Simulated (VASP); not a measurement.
# Ta2N in VASP: further runs, part 3 of 3

VASP 6.6.1.

### Step 4. Single point, LDA (engineering shear strain xy +0.0000, normal strain along z -0.0233)

INCAR reads:

```
SYSTEM = Ta2N
PREC = Accurate
ENCUT = 700
EDIFF = 1E-6
ISMEAR = 0
SIGMA = 0.15
LREAL = .FALSE.
LASPH = .TRUE.
NELM = 120
ALGO = Normal
ISIF = 2
LWAVE = .FALSE.
LCHARG = .FALSE.
GGA = CA
NBANDS = 22
GGA_COMPAT = .FALSE.
```

KPOINTS reads:

```
Automatic mesh
0
G
  15 15 8
  0 0 0
```

POSCAR reads:

```
Ta2N
1.0
    3.0618406011      0.0000000000      0.0000000000
   -1.5309203006      2.6516317429      0.0000000000
    0.0000000000      0.0000000000      4.6756217847
Ta N
2 1
Direct
    0.6666666667      0.3333333333      0.7466885012
    0.3333333333      0.6666666667      0.2533114988
    0.0000000000      0.0000000000      0.0000000000
```

Potentials or basis: VASP PAW LDA potentials, release 64 (Ta_sv_GW, N).

Launch:

```console
$ cat potpaw_LDA.64/Ta_sv_GW/POTCAR potpaw_LDA.64/N/POTCAR > POTCAR
$ mpirun -np 1 vasp_std > vasp.out
```

OUTCAR:

```text
SYSTEM = Ta2N
   PREC = Accurate
   ENCUT = 700
   EDIFF = 1E-6
   ISMEAR = 0
   LREAL = .FALSE.
   LASPH = .TRUE.
   NELM = 120
   ISIF = 2
   GGA = CA

 ion  position               nearest neighbor table
   1  0.667  0.333  0.747-   3 2.13   3 2.13   3 2.13   2 2.91   2 2.91   2 2.91   2 2.96   2 2.96
                             2 2.96
   2  0.333  0.667  0.253-   3 2.13   3 2.13   3 2.13   1 2.91   1 2.91   1 2.91   1 2.96   1 2.96
                             1 2.96
   3  0.000  0.000  0.000-   1 2.13   2 2.13   1 2.13   2 2.13   1 2.13   2 2.13

  LATTYP: Found a hexagonal cell.
 ALAT       =     3.0618406011
 C/A-ratio  =     1.5270624418

  Lattice vectors:

 A1 = (   3.0618406011,   0.0000000000,   0.0000000000)
 A2 = (  -1.5309203006,   2.6516317429,   0.0000000000)
 A3 = (   0.0000000000,   0.0000000000,   4.6756217847)

Analysis of symmetry for initial positions (statically):
=====================================================================
 Subroutine PRICEL returns:
 Original cell was already a primitive cell.

 Routine SETGRP: Setting up the symmetry group for a
 hexagonal supercell.

 Subroutine GETGRP returns: Found 12 space group operations
 (whereof 12 operations were pure point group operations)
[... 168 lines left out ...]

 val. band max:       12.5431347323   @ k =   0.4667  -0.0000   0.5000
 cond. band min:      12.5740155593   @ k =   0.0667   0.0667   0.1250
 fundamental gap:      0.0308808270
 Fermi energy:        12.5739094891

 k-point     1 :       0.0000    0.0000    0.0000
  band No.  band energies     occupation
      1     -55.4833      2.00000
      2     -55.3619      2.00000
      3     -22.9361      2.00000
      4     -21.9945      2.00000
      5     -21.9945      2.00000
      6     -21.8147      2.00000
[... 589 lines left out ...]
     21      17.3114      0.00000
     22      19.2442      0.00000

 [... further k-points ...]

------------------------ aborting loop because EDIFF is reached ----------------------------------------

  FORCE on cell =-STRESS in cart. coord.  units (eV):
  Direction    XX          YY          ZZ          XY          YZ          ZX
  --------------------------------------------------------------------------------------
  -------------------------------------------------------------------------------------
  Total        1.6856159      1.6856159      3.0180983     -0.0000000     -0.0000000      0.0000000
  in kB       71.1433045     71.1433045    127.3822160     -0.0000000     -0.0000000      0.0000000
  external PRESSURE =      89.8896083 kB  Pullay stress =       0.0000000 kB

 VOLUME and BASIS-vectors are now :
 -----------------------------------------------------------------------------
  energy-cutoff  :      700.00
  volume of cell :       37.96
      direct lattice vectors                 reciprocal lattice vectors
     3.061840601  0.000000000  0.000000000     0.326600934  0.188563137  0.000000000
    -1.530920301  2.651631743  0.000000000     0.000000000  0.377126274  0.000000000
     0.000000000  0.000000000  4.675621785     0.000000000  0.000000000  0.213875297

 POSITION                                       TOTAL-FORCE (eV/Angst)
 -----------------------------------------------------------------------------------
      1.53092      0.88388      3.49123        -0.000000      0.000000     -0.013174
     -0.00000      1.76775      1.18439         0.000000     -0.000000      0.013174
      0.00000      0.00000      0.00000        -0.000000      0.000000      0.000000
 -----------------------------------------------------------------------------------
    total drift:                               -0.000000      0.000000      0.000000

  FREE ENERGIE OF THE ION-ELECTRON SYSTEM (eV)
  ---------------------------------------------------
  free  energy   TOTEN  =       -42.6254691508 eV

  energy  without entropy=      -42.6146807709  energy(sigma->0) =      -42.62007496
```

OSZICAR:

```text
N       E                     dE             d eps       ncg     rms          rms(c)
DAV:   1     0.295788633271E+03    0.29579E+03   -0.22408E+04  8456   0.177E+03
DAV:   2    -0.277931090400E+02   -0.32358E+03   -0.30988E+03 10620   0.428E+02
DAV:   3    -0.467383735781E+02   -0.18945E+02   -0.18677E+02 11406   0.989E+01
DAV:   4    -0.473106821421E+02   -0.57231E+00   -0.57165E+00 10570   0.148E+01
DAV:   5    -0.473174650651E+02   -0.67829E-02   -0.67816E-02 11722   0.156E+00    0.964E+01
DAV:   6    -0.430946947064E+02    0.42228E+01   -0.18349E+01  9558   0.247E+01    0.764E+01
DAV:   7    -0.430088716878E+02    0.85823E-01   -0.58621E+00  8832   0.147E+01    0.371E+00
DAV:   8    -0.426290906112E+02    0.37978E+00   -0.14761E+00  9656   0.717E+00    0.507E+00
DAV:   9    -0.426262120340E+02    0.28786E-02   -0.11927E-01  9708   0.231E+00    0.362E+00
DAV:  10    -0.426259126230E+02    0.29941E-03   -0.28725E-03  9966   0.376E-01    0.291E+00
DAV:  11    -0.426258921910E+02    0.20432E-04   -0.78597E-04 10230   0.238E-01    0.144E+00
DAV:  12    -0.426255159901E+02    0.37620E-03   -0.28455E-03  9408   0.411E-01    0.212E+00
DAV:  13    -0.426254778080E+02    0.38182E-04   -0.12698E-04  9504   0.752E-02    0.105E+00
DAV:  14    -0.426254718542E+02    0.59538E-05   -0.16389E-05 10362   0.257E-02    0.387E-01
DAV:  15    -0.426254691491E+02    0.27051E-05   -0.97629E-06  8070   0.206E-02    0.167E-01
DAV:  16    -0.426254691508E+02   -0.17590E-08   -0.63054E-07  4974   0.596E-03
   1 F= -.42625469E+02 E0= -.42620075E+02  d E =-.107884E-01
```

Wall time 93 s (1 thread of Intel Xeon 6975P-C (Granite Rapids), shared host); peak memory 0.35 GiB.

What came out:

```
Free energy            : -42.6255 eV
Pressure               : 9.0 GPa
Largest force          : 0.013 eV/Å
Band gap on the k mesh : zero (an odd number of electrons rules out a gap without spin polarisation)
```

Forces in eV/Å, atoms in the order of the input:
```
Ta   0.000  0.000 -0.013
Ta   0.000  0.000  0.013
N    0.000  0.000  0.000
```

Caveat: the cell differs from its parent crystal (engineering shear strain xy +0.0000, normal strain along z -0.0233); the stress differs along the axes, from 7 to 13 GPa; spin-orbit coupling is left out, which moves the levels of the heavy elements.

### Step 5. Single point, LDA (engineering shear strain xy -0.0467, normal strain along z +0.0700)

INCAR reads:

```
SYSTEM = Ta2N
PREC = Accurate
ENCUT = 700
EDIFF = 1E-6
ISMEAR = 0
SIGMA = 0.15
LREAL = .False.
LASPH = .True.
NELM = 120
ALGO = Normal
ISIF = 2
LWAVE = .False.
LCHARG = .False.
NBANDS = 22
GGA_COMPAT = .False.
```

KPOINTS reads:

```
Automatic mesh
0
Gamma
  15 15 8
  0 0 0
```

POSCAR reads:

```
Ta2N
1.0
    3.0618406011     -0.0714939780      0.0000000000
   -1.5928359018      2.6873787319      0.0000000000
    0.0000000000      0.0000000000      5.1222640622
Ta N
2 1
Direct
    0.6666666667      0.3333333333      0.7466885012
    0.3333333333      0.6666666667      0.2533114988
    0.0000000000      0.0000000000      0.0000000000
```

Launch:

```console
$ cat potpaw_LDA.64/Ta_sv_GW/POTCAR potpaw_LDA.64/N/POTCAR > POTCAR
$ mpirun -np 1 vasp_std > vasp.out
```

Run time: 12 min. Hardware: 1 thread of AMD EPYC 9R45 (Zen 5), shared host; peak memory 1.1 GiB.

It converged, with:

```yaml
Free_energy: -42.4042 eV
Pressure: -17.0 GPa
Largest_force: 0.111 eV/Å
Band_gap_on_the_k_mesh: zero (an odd number of electrons rules out a gap without spin polarisation)
```

Forces in eV/Å, atoms in the order of the input:
```
Ta   0.084 -0.003 -0.072
Ta  -0.084  0.003  0.072
N    0.000  0.000  0.000
```

Stress tensor (GPa, compression positive):
```
-12.95   6.17  -2.27
  6.17 -13.08  -0.07
 -2.27  -0.07 -24.99
```

Levels at points of the mesh, in eV from the Fermi level:
| k point | band 13 | band 14 | band 15 | band 16 | band 17 | band 18 |
| --- | --- | --- | --- | --- | --- | --- |
| (0.00, 0.00, 0.00) | -4.89 | -1.19 | -0.63 | 0.19 | 0.25 | 0.60 |
| (0.00, 0.00, 0.50) | -3.16 | -2.76 | -1.21 | -0.40 | 1.34 | 1.78 |

Caveat: the cell differs from its parent crystal (engineering shear strain xy -0.0467, normal strain along z +0.0700); the stress differs along the axes, from -25 to -13 GPa; spin-orbit coupling is left out, which moves the levels of the heavy elements.

### Step 6. Overview

| cell | gap on the mesh (eV) | pressure (GPa) | largest force (eV/Å) |
| --- | --- | --- | --- |
| a = 3.063, b = 3.124, c = 4.452 Å, angles 90.0, 90.0, 122.0°, 3 atoms | none | 29.3 | 0.09 |
| a = 3.062, b = 3.062, c = 4.564 Å, angles 90.0, 90.0, 120.0°, 3 atoms | none | 18.2 | 0.01 |
| a = 3.062, b = 3.062, c = 4.676 Å, angles 90.0, 90.0, 120.0°, 3 atoms | none | 9.0 | 0.01 |
| a = 3.063, b = 3.124, c = 5.122 Å, angles 90.0, 90.0, 122.0°, 3 atoms | none | -17.0 | 0.11 |

Alike in all rows: task single point; level LDA; potentials or basis VASP PAW LDA potentials, release 64 (Ta_sv_GW, N); no spin polarisation; k mesh 15 × 15 × 8; cutoff (eV) 700; smearing gaussian 0.15 eV.

Caveats: spin-orbit coupling is left out, which moves the levels of the heavy elements; the stress differs along the axes, from 22 to 43 GPa (at least some runs); the stress differs along the axes, from 14 to 27 GPa (at least some runs); the stress differs along the axes, from 7 to 13 GPa (at least some runs); the stress differs along the axes, from -25 to -13 GPa (at least some runs).

Absolute energies hang on the potentials; compare differences alone.

The gap in the log of VASP goes by the Fermi energy; the results here count the filled bands.